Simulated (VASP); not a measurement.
# Si9N8O6 in VASP: further runs, part 3 of 3

VASP 6.6.1.

## (6) Single point, PBE

Contents of INCAR:

```
SYSTEM = Si9N8O6
PREC = Accurate
ENCUT = 520
EDIFF = 1E-6
ISMEAR = -1
SIGMA = 0.2361
LREAL = Auto
LASPH = .TRUE.
NELM = 80
ALGO = Normal
ISIF = 2
LWAVE = .FALSE.
LCHARG = .FALSE.
GGA = PE
ISYM = 0
NBANDS = 73
```

Contents of KPOINTS:

```
Automatic mesh
0
G
  1 1 1
  0 0 0
```

Contents of POSCAR:

```
Si9N8O6
1.0
    6.9494310000     -0.1483230000     -0.0508250000
   -0.1483230000      6.7490330000     -0.1619310000
   -0.0508250000     -0.1619310000      6.6115700000
Si N O
9 8 6
Direct
    0.8101500046      0.3876981075      0.5779834769
    0.1969824682      0.3883786209      0.4473701666
    0.9287917903      1.0301092027      0.5895833298
    0.5839698539      0.5918105947      0.8490719677
    0.1538563591      0.3606794749      0.8877932076
    0.4570123531      0.7310473892      0.4894770664
    0.2663154544      0.0943921337      0.3148125930
    0.8303520010      0.6320578693      0.2893894193
    0.7013335081      0.9824837094      0.2027720867
    0.9631710703      0.8673136790      0.8186586758
    0.3528866393      0.4671684781      0.7856078847
    0.6675641574      0.6870952390      0.0983772338
    0.9413032201      0.4104311401      0.3674058145
    1.0820724127      0.9950253188      0.3995558960
    0.2771321491      0.5976688150      0.3331572305
    0.9040107830      0.8938874370      0.3567829479
    0.9932369983      0.8128602400      0.9702138134
   -0.0699468976      0.3841793258      0.8285731666
    0.4692296229      0.9613866679      0.4070857452
    1.2622805290      0.1332768819      0.0827626519
    0.5575107528      0.7791326582      0.7220504683
    0.7389476019      0.1466368586      0.6134530928
    0.6753167409      0.6184785097      0.4893557532
```

Potentials or basis: VASP PAW PBE potentials, release 64 (Si, N, O).

Run with:

```bash
> cat potpaw_PBE.64/Si/POTCAR potpaw_PBE.64/N/POTCAR potpaw_PBE.64/O/POTCAR > POTCAR
> mpirun -np 1 vasp_gam > vasp.out
```

OUTCAR:

```text
SYSTEM = Si9N8O6
   PREC = Accurate
   ENCUT = 520
   EDIFF = 1E-6
   ISMEAR = -1
   LREAL = Auto
   LASPH = .TRUE.
   NELM = 80
   ISIF = 2
   GGA = PE
   ISYM = 0

 ion  position               nearest neighbor table
   1  0.810  0.388  0.578-  13 1.69  22 1.71  18 1.85  23 1.96   8 2.58   3 2.59   4 2.76   2 2.84
                             5 3.14
   2  0.197  0.388  0.447-  15 1.71  13 1.86   7 2.21   1 2.84   6 2.87   5 2.95
   3  0.929  0.030  0.590-  22 1.57  14 1.67  16 1.76  10 1.93   1 2.59   9 2.98   7 3.02
   4  0.584  0.592  0.849-  21 1.57  11 1.82  12 1.82  23 2.48   6 2.75   1 2.76
   5  0.154  0.361  0.888-  18 1.62  11 1.70  20 2.20   2 2.95   1 3.14
   6  0.457  0.731  0.489-  19 1.67  21 1.69  23 1.73  15 1.79   4 2.75   2 2.87   8 3.02   9 3.09
                             7 3.10
   7  0.266  0.094  0.315-  14 1.55  20 1.57  19 1.82   2 2.21   3 3.02   6 3.10
   8  0.830  0.632  0.289-  23 1.72  12 1.75  13 1.81  16 1.85   1 2.58   9 2.65   6 3.02
   9  0.701  0.982  0.203-  16 1.86  12 2.08  19 2.12   8 2.65   3 2.98   6 3.09
  10  0.963  0.867  0.819-  17 1.10   3 1.93
  11  0.353  0.467  0.786-   5 1.70   4 1.82
  12  0.668  0.687  0.098-   8 1.75   4 1.82   9 2.08
  13  0.941  0.410  0.367-   1 1.69   8 1.81   2 1.86
  14  0.082  0.995  0.400-  16 1.41   7 1.55   3 1.67
  15  0.277  0.598  0.333-   2 1.71   6 1.79
  16  0.904  0.894  0.357-  14 1.41   3 1.76   8 1.85   9 1.86
  17  0.993  0.813  0.970-  10 1.10
  18  0.930  0.384  0.829-   5 1.62   1 1.85
  19  0.469  0.961  0.407-   6 1.67   7 1.82   9 2.12
  20  0.262  0.133  0.083-   7 1.57   5 2.20
  21  0.558  0.779  0.722-   4 1.57   6 1.69
  22  0.739  0.147  0.613-   3 1.57   1 1.71
  23  0.675  0.618  0.489-   8 1.72   6 1.73   1 1.96   4 2.48

IMPORTANT INFORMATION: All symmetrisations will be switched off!
NOSYMM: (Re-)initialisation of all symmetry stuff for point group C_1.

----------------------------------------------------------------------------------------

                                     Primitive cell

  volume of cell :     309.7479

  direct lattice vectors                    reciprocal lattice vectors
     6.949431000 -0.148323000 -0.050825000     0.143973478  0.003192525  0.001184956
    -0.148323000  6.749033000 -0.161931000     0.003192525  0.148327289  0.003657383
    -0.050825000 -0.161931000  6.611570000     0.001184956  0.003657383  0.151348692

  length of vectors
     6.951199473  6.752604519  6.613748007     0.144013745  0.148406716  0.151397513

  position of ions in fractional coordinates (direct lattice)
     0.810150005  0.387698108  0.577983477
     0.196982468  0.388378621  0.447370167
     0.928791790  0.030109203  0.589583330
     0.583969854  0.591810595  0.849071968
     0.153856359  0.360679475  0.887793208
     0.457012353  0.731047389  0.489477066
[... 15 lines left out ...]
     0.738947602  0.146636859  0.613453093
     0.675316741  0.618478510  0.489355753

  ion indices of the primitive-cell ions
   primitive index   ion index
                 1           1
                 2           2
                 3           3
                 4           4
                 5           5
                 6           6
[... 15 lines left out ...]
                22          22
                23          23

----------------------------------------------------------------------------------------

 KPOINTS: Automatic mesh

Automatic generation of k-mesh.
 Grid dimensions read from file:
 generate k-points for:    1    1    1

 Generating k-lattice:

  Cartesian coordinates                     Fractional coordinates (reciprocal lattice)
     0.143973478  0.003192525  0.001184956     1.000000000 -0.000000000  0.000000000
     0.003192525  0.148327289  0.003657383     0.000000000  1.000000000  0.000000000
     0.001184956  0.003657383  0.151348692     0.000000000  0.000000000  1.000000000

  Length of vectors
     0.144013745  0.148406716  0.151397513

  Shift w.r.t. Gamma in fractional coordinates (k-lattice)
     0.000000000  0.000000000  0.000000000

 Subroutine IBZKPT returns following result:
 ===========================================

 Found      1 irreducible k-points:

 Following reciprocal coordinates:
            Coordinates               Weight
  0.000000  0.000000  0.000000      1.000000
   k-points           NKPTS =      1   k-points in BZ     NKDIM =      1   number of bands    NBANDS=     73
   number of dos      NEDOS =    301   number of ions     NIONS =     23
   total plane-waves  NPLWV = 135000
   dimension x,y,z NGX =    54 NGY =   50 NGZ =   50
   dimension x,y,z NGXF=   108 NGYF=  100 NGZF=  100
   ions per type =               9   8   6
   NGX,Y,Z   is equivalent  to a cutoff of  12.91, 12.31, 12.57 a.u.
   NGXF,Y,Z  is equivalent  to a cutoff of  25.83, 24.62, 25.14 a.u.
 SYSTEM =  Si9N8O6
   PREC   = accura    normal or accurate (medium, high low for compatibility)
   ISTART =      0    job   : 0-new  1-cont  2-samecut
   ICHARG =      2    charge: 1-file 2-atom 10-const
   ISPIN  =      1    spin polarized calculation?
   LNONCOLLINEAR =      F non collinear calculations
   LSORBIT =      F    spin-orbit coupling
   LASPH  =      T    aspherical Exc in radial PAW
   ENCUT  =  520.0 eV  38.22 Ry    6.18 a.u.  12.92 12.56 12.30*2*pi/ulx,y,z
   NELM   =     80;   NELMIN=  2; NELMDL= -5     # of ELM steps
   EDIFF  = 0.1E-05   stopping-criterion for ELM
   LREAL  =      T    real-space projection
   EDIFFG = 0.1E-04   stopping-criterion for IOM
   NSW    =      0    number of steps for IOM
   IBRION =     -1    ionic relax: 0-MD 1-quasi-New 2-CG
   NFREE  =      0    steps in history (QN), initial steepest desc. (CG)
   ISIF   =      2    stress and relaxation
   ISYM   =      0    0-nonsym 1-usesym 2-fastsym
   POTIM  = 0.5000    time-step for ionic-motion
   TEBEG  =    0.0;   TEEND  =   0.0 temperature during run
   PSTRESS=    0.0 pullay stress
   NELECT =     112.0000    total number of electrons
   NUPDOWN=      -1.0000    fix difference up-down
   EMIN   =  10.00;   EMAX   =-10.00  energy-range for DOS
   EFERMI =   0.00;   METHOD = LEGACY
   ISMEAR =    -1;   SIGMA  =   0.24  broadening in eV -4-tet -1-fermi 0-gaus
   EFERMI_NEDOS =   21; number of points for ismear=-14 and -15
   IALGO  =     38    algorithm
   IMIX   =      4    mixing-type and parameters
     AMIX     =   0.40;   BMIX     =  1.00
     AMIX_MAG =   1.60;   BMIX_MAG =  1.00
  volume/ion in A,a.u.               =      13.47        90.88
  Fermi-wavevector in a.u.,A,eV,Ry     =   1.166303  2.203993 18.507496  1.360263
  Thomas-Fermi vector in A             =   2.302818
   LORBIT       =      0    0 simple, 1 ext, 2 COOP (PROOUT), +10 PAW based schemes
   GGA     = PE    functional components
   LHFCALC =     F    Hartree Fock is set to
   AEXX    =    0.0000 exact exchange contribution
   IVDW    =     0    specifies the selected vdW correction
   LEPSILON=     F    determine dielectric tensor
   LRPA    =     F    only Hartree local field effects (RPA)
 non-spin polarized calculation
  energy-cutoff  :      520.00
  volume of cell :      309.75
 maximum number of plane-waves:      4169
 NGX is ok and might be reduce to    50
   NGX = 25   NGY = 25   NGZ = 25

 number of electron     111.9999997 magnetization

 Free energy of the ion-electron system (eV)
  ---------------------------------------------------
  ext. energy  EPLUGINS =         0.00000000
  ---------------------------------------------------
  free energy    TOTEN  =      -156.21741576 eV

  energy without entropy =     -155.62341343  energy(sigma->0) =     -155.92041459

 E-fermi :   5.1863     XC(G=0):  -9.3850

 val. band max:        4.8637021249   @ k =   0.0000   0.0000   0.0000
 cond. band min:       5.6317609259   @ k =   0.0000   0.0000   0.0000
 fundamental gap:      0.7680588010
 Fermi energy:         5.1862612772

 k-point     1 :       0.0000    0.0000    0.0000
  band No.  band energies     occupation
      1     -19.6100      2.00000
      2     -17.8906      2.00000
      3     -17.3996      2.00000
      4     -16.8362      2.00000
      5     -16.5454      2.00000
      6     -15.5685      2.00000
[... 60 lines left out ...]
     67       8.5908      0.00000
     68       8.6294      0.00000
 [bands above 68 left out]

------------------------ aborting loop because EDIFF is reached ----------------------------------------

  FORCE on cell =-STRESS in cart. coord.  units (eV):
  Direction    XX          YY          ZZ          XY          YZ          ZX
  --------------------------------------------------------------------------------------
  -------------------------------------------------------------------------------------
  Total        9.5763093     13.6440426     13.8500615      3.5310005     -2.3232355    -16.6704578
  in kB       49.5336550     70.5740883     71.6397254     18.2641719    -12.0169832    -86.2282830
  external PRESSURE =      63.9158229 kB  Pullay stress =       0.0000000 kB

 VOLUME and BASIS-vectors are now :
 -----------------------------------------------------------------------------
  energy-cutoff  :      520.00
  volume of cell :      309.75
      direct lattice vectors                 reciprocal lattice vectors
     6.949431000 -0.148323000 -0.050825000     0.143973478  0.003192525  0.001184956
    -0.148323000  6.749033000 -0.161931000     0.003192525  0.148327289  0.003657383
    -0.050825000 -0.161931000  6.611570000     0.001184956  0.003657383  0.151348692

 POSITION                                       TOTAL-FORCE (eV/Angst)
 -----------------------------------------------------------------------------------
      5.54320      2.40283      3.71742        -2.019314      0.501424      4.743541
      1.28857      2.51952      2.88492         0.127220      2.856697     -0.108198
      6.42014     -0.03003      3.84599         2.123500     -0.763022      3.857969
      3.92733      3.77004      5.48819        -0.665931     -2.963662      2.521772
      0.97059      2.26766      5.80348         2.749159     -1.283251      0.009970
      3.04267      4.78682      3.09461        -1.472809     -1.857533     -1.042794
[... 15 lines left out ...]
      5.08234      0.78072      3.99459        -1.877336      1.188941     -0.707394
      4.57646      3.99473      3.10094         2.117814     -1.953235     -4.741473
 -----------------------------------------------------------------------------------
    total drift:                               -0.001182      0.000368     -0.014189

  FREE ENERGIE OF THE ION-ELECTRON SYSTEM (eV)
  ---------------------------------------------------
  free  energy   TOTEN  =      -156.2174157551 eV

  energy  without entropy=     -155.6234134340  energy(sigma->0) =     -155.92041459
```

It took 44 s on 1 thread of Intel Xeon Platinum 8559C (Emerald Rapids), shared host; peak memory 0.33 GiB.

What came out:

```
Free energy   : -156.2174 eV
Pressure      : 6.4 GPa
Largest force : 8.685 eV/Å
```

Forces on the atoms (eV/Å):
```
Si  -2.019  0.501  4.744
Si   0.127  2.857 -0.108
Si   2.123 -0.763  3.858
Si  -0.666 -2.964  2.522
Si   2.749 -1.283  0.010
Si  -1.473 -1.858 -1.043
Si   5.737  1.344 -1.645
Si  -0.471 -0.504 -0.595
Si  -1.136 -0.151 -2.055
N   -1.063  2.241 -8.323
N   -0.219 -0.765  0.977
N    0.566  0.238  0.389
N    0.318  0.843 -0.086
N   -3.553 -2.761  1.901
N    2.037  1.287  3.203
N   -1.485 -3.720 -0.368
N    1.675 -1.418  5.707
O    0.067  1.380  0.133
O   -0.483  1.064 -1.925
O   -0.272  0.815 -2.463
O   -2.800  4.378  0.616
O   -1.877  1.189 -0.707
O    2.118 -1.953 -4.741
```

Levels at points of the mesh, in eV from the Fermi level:
```csv
k point,band 53,band 54,band 55,band 56,band 57,band 58,band 59,band 60
"(0.00, 0.00, 0.00)",-2.12,-1.59,-1.34,-0.32,0.45,0.70,0.85,1.59
```

Caveat: the k points lie up to 0.95 Å⁻¹ apart; the standard files for N, O and F lose accuracy on very short bonds; the atoms stand as in a frame of molecular dynamics.

## (7) Overview

| cell | k mesh | smearing | pressure (GPa) | largest force (eV/Å) |
| --- | --- | --- | --- | --- |
| as given, atomic positions A | 3 × 3 × 3 | fermi-dirac 0.2361 eV | 5.4 | 6.47 |
| as given, atomic positions B | 1 × 1 × 1 | fermi-dirac 0.3275 eV | 5.8 | 5.94 |
| as given, atomic positions C | 1 × 1 × 1 | fermi-dirac 0.3275 eV | 1.8 | 7.52 |
| as given, atomic positions D | 1 × 1 × 1 | fermi-dirac 0.3275 eV | -0.3 | 6.71 |
| as given, atomic positions E | 1 × 1 × 1 | fermi-dirac 0.2361 eV | 6.4 | 8.68 |

Alike in all rows: task single point; level PBE; potentials or basis VASP PAW PBE potentials, release 64 (Si, N, O); no spin polarisation; cutoff (eV) 520.

Caveats: some runs use coarse meshes; the standard files for N, O and F lose accuracy on very short bonds; the atoms stand as in a frame of molecular dynamics.

Total energies depend on the potentials used, so only differences within one code and one set of settings carry meaning.
